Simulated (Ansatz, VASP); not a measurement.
One calculation of AlCo, two programs

The input INCAR:

```
SYSTEM = AlCo
ALGO     = Fast           ! electronic algorithm
EDIFF    = 1E-6           ! SCF threshold, eV
ENCUT    = 520            ! plane-wave cutoff, eV
GGA      = PS             ! functional
ISIF     = 2              ! what is computed and relaxed
ISMEAR   = 0              ! smearing method
LASPH    = .TRUE.         ! aspherical terms in the spheres
LCHARG   = .FALSE.        ! write CHGCAR
LREAL    = .FALSE.        ! projectors in reciprocal space
LWAVE    = .FALSE.        ! write WAVECAR
NBANDS   = 13             ! bands
NELM     = 60             ! most SCF steps
PREC     = Accurate       ! precision mode
SIGMA    = 0.15           ! smearing width, eV
```

KPOINTS

```
k-points
0
G
  22 22 22
  0 0 0
```

File POSCAR:

```
AlCo
1.0
    2.8225855357      0.0000000000      0.0000000000
    0.0000000000      2.8225855357      0.0000000000
    0.0000000000      0.0000000000      2.8225855357
Al Co
1 1
Direct
    0.0187888048     -0.0187888048      0.0000000000
    0.5000000000      0.5000000000      0.5000000000
```

Input for Ansatz:

```yaml
crystal:
  lattice:
    - [2.8225855357, 0.0, 0.0]
    - [0.0, 2.8225855357, 0.0]
    - [0.0, 0.0, 2.8225855357]
  atoms:
    - { symbol: Al, position: [0.0187888048, -0.0187888048, 0.0] }
    - { symbol: Co, position: [0.5, 0.5, 0.5] }
basis:
  ecutwfc: 420
kpoints:
  mp_grid: { grid: [22, 22, 22] }
hamiltonian:
  xc: pbesol
scf:
  occupations: { method: gaussian, width: 0.15 }
output:
  forces: true
  stress: true
  eigenvalues: true
```

Change from the starting cell: all Al atoms moved +0.075 Å, as atom 1 along Cartesian [1 -1 0].

Alike in both runs: task single point; functional PBEsol; k mesh 22 × 22 × 22; occupations gaussian, width 0.15 eV; no spin polarisation.

```csv
,VASP,Ansatz
version,VASP 6.6.1,Ansatz 0.2.0
potentials or method,"VASP PAW PBE potentials, release 64 (Al, Co), cutoff 520 eV","scalar-relativistic, plane waves, PAW"
valence electrons in the cell,12,20
```

Ansatz gave:

```
gap on the k mesh at the Fermi level (eV)                     : none
pressure (GPa)                                                : 0.5
traceless stress, the component that is largest in VASP (GPa) : -0.52
rms of the force components (eV/Å)                            : 0.343
```

Which values does VASP return?

gap on the k mesh at the Fermi level (eV): none; pressure (GPa): 0.5; traceless stress, the component that is largest in VASP (GPa): -0.52; rms of the force components (eV/Å): 0.346.

VASP's potentials were made for PBE, not for PBEsol. Atom by atom the forces differ by 0.002 eV/Å (rms over components). A gap of «none» marks a metal or a gap that the smearing closes. VASP's potentials hold 12 valence electrons a cell and Ansatz's 20, so a difference there can come from the potentials and not from the codes.
